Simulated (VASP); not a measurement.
# TiAl3 (I4/mmm) in VASP: notebook, part 2 of 2

VASP 6.6.1. The steps go on from the part before.

## Step 3: Single point, LDA (15.14 Å³/atom)

Input file INCAR:

```
SYSTEM = TiAl3
PREC = Accurate
ENCUT = 520
EDIFF = 1E-6
ISMEAR = 0
SIGMA = 0.15
LREAL = .FALSE.
LASPH = .TRUE.
NELM = 100
ALGO = Fast
ISIF = 2
LWAVE = .FALSE.
LCHARG = .FALSE.
GGA = CA
NBANDS = 18
```

Input file KPOINTS:

```
regular mesh
0
G
  16 16 16
  0 0 0
```

Input file POSCAR:

```
TiAl3
1.0
   -1.9232899114      1.9232899114      4.0933379185
    1.9232899114     -1.9232899114      4.0933379185
    1.9232899114      1.9232899114     -4.0933379185
Ti Al
1 3
Direct
    0.0000000000      0.0000000000      0.0000000000
    0.5000000000      0.5000000000      0.0000000000
    0.7500000000      0.2500000000      0.5000000000
    0.2500000000      0.7500000000      0.5000000000
```

Potentials or basis: VASP PAW LDA potentials, release 64 (Ti_sv, Al).

Command:

```sh
cat potpaw_LDA.64/Ti_sv/POTCAR potpaw_LDA.64/Al/POTCAR > POTCAR
mpirun -np 1 vasp_std > vasp.out
```

OUTCAR:

```text
SYSTEM = TiAl3
   PREC = Accurate
   ENCUT = 520
   EDIFF = 1E-6
   ISMEAR = 0
   LREAL = .FALSE.
   LASPH = .TRUE.
   NELM = 100
   ISIF = 2
   GGA = CA

 ion  position               nearest neighbor table
   1  0.000  0.000  0.000-   2 2.72   2 2.72   2 2.72   2 2.72   4 2.81   3 2.81   4 2.81   4 2.81
                             3 2.81   3 2.81   4 2.81   3 2.81
   2  0.500  0.500  0.000-   1 2.72   1 2.72   1 2.72   1 2.72   4 2.81   3 2.81   4 2.81   3 2.81
                             4 2.81   4 2.81   3 2.81   3 2.81
   3  0.750  0.250  0.500-   4 2.72   4 2.72   4 2.72   4 2.72   2 2.81   1 2.81   2 2.81   1 2.81
                             2 2.81   2 2.81   1 2.81   1 2.81
   4  0.250  0.750  0.500-   3 2.72   3 2.72   3 2.72   3 2.72   2 2.81   1 2.81   2 2.81   2 2.81
[... 711 lines left out ...]
  Total       -1.1428768     -1.1428768      2.5068746      0.0000000     -0.0000000      0.0000000
  in kB      -30.2331163    -30.2331163     66.3156589      0.0000000     -0.0000000      0.0000000
  external PRESSURE =       1.9498087 kB  Pullay stress =       0.0000000 kB

 VOLUME and BASIS-vectors are now :
 -----------------------------------------------------------------------------
  energy-cutoff  :      520.00
  volume of cell :       60.57
      direct lattice vectors                 reciprocal lattice vectors
    -1.923289911  1.923289911  4.093337918     0.000000000  0.259971207  0.122149700
     1.923289911 -1.923289911  4.093337918     0.259971207  0.000000000  0.122149700
     1.923289911  1.923289911 -4.093337918     0.259971207  0.259971207  0.000000000

 POSITION                                       TOTAL-FORCE (eV/Angst)
 -----------------------------------------------------------------------------------
      0.00000      0.00000      0.00000        -0.000000      0.000000     -0.000000
      0.00000      0.00000      4.09334        -0.000000      0.000000     -0.000000
     -0.00000      1.92329      2.04667        -0.000000     -0.000000      0.000000
      1.92329     -0.00000      2.04667         0.000000     -0.000000     -0.000000
 -----------------------------------------------------------------------------------
    total drift:                               -0.000000     -0.000000      0.000000

  FREE ENERGIE OF THE ION-ELECTRON SYSTEM (eV)
  ---------------------------------------------------
  free  energy   TOTEN  =       -22.7375653274 eV

  energy  without entropy=      -22.7147047755  energy(sigma->0) =      -22.72613505
```

stdout:

```text
POSCAR found type information on POSCAR TiAl
 POSCAR found :  2 types and       4 ions
 scaLAPACK will be used
 LDA part: xc-table for (Slater(with rela. corr.)+CA(PZ))
 , standard interpolation
 POSCAR, INCAR and KPOINTS ok, starting setup
 FFT: planning ... GRIDC
 FFT: planning ... GRID_SOFT
 FFT: planning ... GRID
 WAVECAR not read
 entering main loop
WARNING in EDDRMM: call to ZHEGV failed, returncode =   6  3      8
WARNING in EDDRMM: call to ZHEGV failed, returncode =   8  4      6
WARNING in EDDRMM: call to ZHEGV failed, returncode =   8  4      7
WARNING in EDDRMM: call to ZHEGV failed, returncode =   6  3     13
WARNING in EDDRMM: call to ZHEGV failed, returncode =   8  4     10
WARNING in EDDRMM: call to ZHEGV failed, returncode =   8  4      7
```

It took 24 min on 1 thread of Intel Xeon Platinum 8488C (Sapphire Rapids), shared host; peak memory 0.48 GiB.

Results:

```
Free energy            : -22.7376 eV
Pressure               : 0.2 GPa
Band gap on the k mesh : zero (an odd number of electrons rules out a gap without spin polarisation)
```

Stress tensor (GPa, compression positive):
```
-3.02  0.00  0.00
 0.00 -3.02  0.00
 0.00  0.00  6.63
```

Caveat: the stress differs along the axes, from -3 to 7 GPa.

## Step 4: Single point, LDA (15.14 Å³/atom)

Input file INCAR:

```
SYSTEM = TiAl3
PREC = Accurate
ENCUT = 520
EDIFF = 1E-7
ISMEAR = 0
SIGMA = 0.15
LREAL = .False.
LASPH = .True.
NELM = 100
ALGO = Fast
ISIF = 2
LWAVE = .False.
LCHARG = .False.
NBANDS = 18
```

Input file KPOINTS:

```
Automatic mesh
0
Gamma
  16 16 16
  0 0 0
```

Input file POSCAR:

```
TiAl3
1.0
   -1.8559688565      1.8559688565      4.3956766397
    1.8559688565     -1.8559688565      4.3956766397
    1.8559688565      1.8559688565     -4.3956766397
Ti Al
1 3
Direct
    0.0000000000      0.0000000000      0.0000000000
    0.5000000000      0.5000000000      0.0000000000
    0.7500000000      0.2500000000      0.5000000000
    0.2500000000      0.7500000000      0.5000000000
```

Command:

```sh
cat potpaw_LDA.64/Ti_sv/POTCAR potpaw_LDA.64/Al/POTCAR > POTCAR
mpirun -np 1 vasp_std > vasp.out
```

Run time: 23 min. Hardware: 1 thread of Intel Xeon Platinum 8488C (Sapphire Rapids), shared host; peak memory 0.48 GiB.

It converged, with:

| Quantity | Value |
| --- | --- |
| Free energy | -22.7299 eV |
| Pressure | 0.7 GPa |
| Band gap on the k mesh | zero (an odd number of electrons rules out a gap without spin polarisation) |

Stress tensor (GPa, compression positive):
```
 4.39  0.00  0.00
 0.00  4.39  0.00
 0.00  0.00 -6.67
```

Levels at points of the mesh, in eV from the Fermi level:
```
           k point  band 8  band 9  band 10  band 11  band 12  band 13  band 14  band 15
(0.00, 0.00, 0.00)   -1.40   -1.06    -1.06     0.94     2.15     2.15     2.35     2.91
(0.50, 0.00, 0.00)   -3.15   -0.92    -0.46     0.63     2.00     2.43     2.77     3.46
(0.50, 0.50, 0.00)   -3.84   -2.53    -2.35    -1.14     1.97     2.13     2.47     2.85
(0.50, 0.50, 0.50)   -0.58   -0.58    -0.30     0.75     0.75     1.02     3.06     5.07
```

Caveat: the stress differs along the axes, from -7 to 4 GPa.

## Step 5: Single point, LDA (15.95 Å³/atom)

This run uses another cell than the first one, of 15.95 Å³/atom.

Input file INCAR:

```
PREC = Accurate
ENCUT = 520
EDIFF = 1E-6
ISMEAR = 0
SIGMA = 0.15
LREAL = False
LASPH = True
NELM = 60
ALGO = Fast
ISIF = 2
LWAVE = False
LCHARG = False
NBANDS = 18
```

Input file KPOINTS:

```
Automatic mesh
0
Gamma
  16 16 16
```

Input file POSCAR:

```
TiAl3
1.0
   -1.9053042209      1.9053042209      4.3934410030
    1.9053042209     -1.9053042209      4.3934410030
    1.9053042209      1.9053042209     -4.3934410030
Ti Al
1 3
Direct
    0.0000000000      0.0000000000      0.0000000000
    0.5000000000      0.5000000000      0.0000000000
    0.7500000000      0.2500000000      0.5000000000
    0.2500000000      0.7500000000      0.5000000000
```

Command:

```sh
cat potpaw_LDA.64/Ti_sv/POTCAR potpaw_LDA.64/Al/POTCAR > POTCAR
mpirun -np 1 vasp_std > vasp.out
```

Run time: 15 min. Hardware: 1 thread of Intel Xeon Platinum 8488C (Sapphire Rapids), shared host; peak memory 0.49 GiB.

Results (log left out):

```yaml
Free_energy: -22.7355 eV
Pressure: -5.1 GPa
Band_gap_on_the_k_mesh: zero (an odd number of electrons rules out a gap without spin polarisation)
```

Stress tensor (GPa, compression positive):
```
-3.65  0.00  0.00
 0.00 -3.65  0.00
 0.00  0.00 -8.13
```

Levels at points of the mesh, in eV from the Fermi level:
```tsv
k point	band 8	band 9	band 10	band 11	band 12	band 13	band 14	band 15
(0.00, 0.00, 0.00)	-1.33	-1.11	-1.11	0.85	1.89	1.89	2.33	2.42
(0.50, 0.00, 0.00)	-3.05	-0.96	-0.34	0.54	1.79	2.22	2.63	3.33
(0.50, 0.50, 0.00)	-3.68	-2.56	-2.24	-1.02	1.77	1.92	2.54	2.74
(0.50, 0.50, 0.50)	-0.74	-0.74	-0.24	0.71	0.71	0.95	3.04	4.56
```

Caveat: the cell stands under tension.

## Step 6: Summary

```tsv
cell	further INCAR settings	gap on the mesh (eV)	pressure (GPa)
a = 5.065 Å, angles 136.6, 136.6, 63.0°, 4 atoms	ALGO = Fast; EDIFF = 1e-07; NBANDS = 18	none	0.4
a = 4.915 Å, angles 133.9, 133.9, 67.2°, 4 atoms	ALGO = Fast; EDIFF = 1e-06; NBANDS = 18	none	0.2
a = 5.120 Å, angles 137.5, 137.5, 61.7°, 4 atoms	ALGO = Fast; EDIFF = 1e-07; NBANDS = 18	none	0.7
a = 5.154 Å, angles 136.6, 136.6, 63.0°, 4 atoms	ALGO = Fast; EDIFF = 1e-06; NBANDS = 18	none	-5.1
```

Alike in all rows: task single point; level LDA; potentials or basis VASP PAW LDA potentials, release 64 (Ti_sv, Al); no spin polarisation; k mesh 16 × 16 × 16; cutoff (eV) 520; smearing gaussian 0.15 eV.

Caveats: the stress differs along the axes, from -3 to 2 GPa (at least some runs); the stress differs along the axes, from -3 to 7 GPa (at least some runs); the stress differs along the axes, from -7 to 4 GPa (at least some runs); the cell stands under tension (at least some runs).

Total energies depend on the potentials used, so only differences within one code and one set of settings carry meaning.
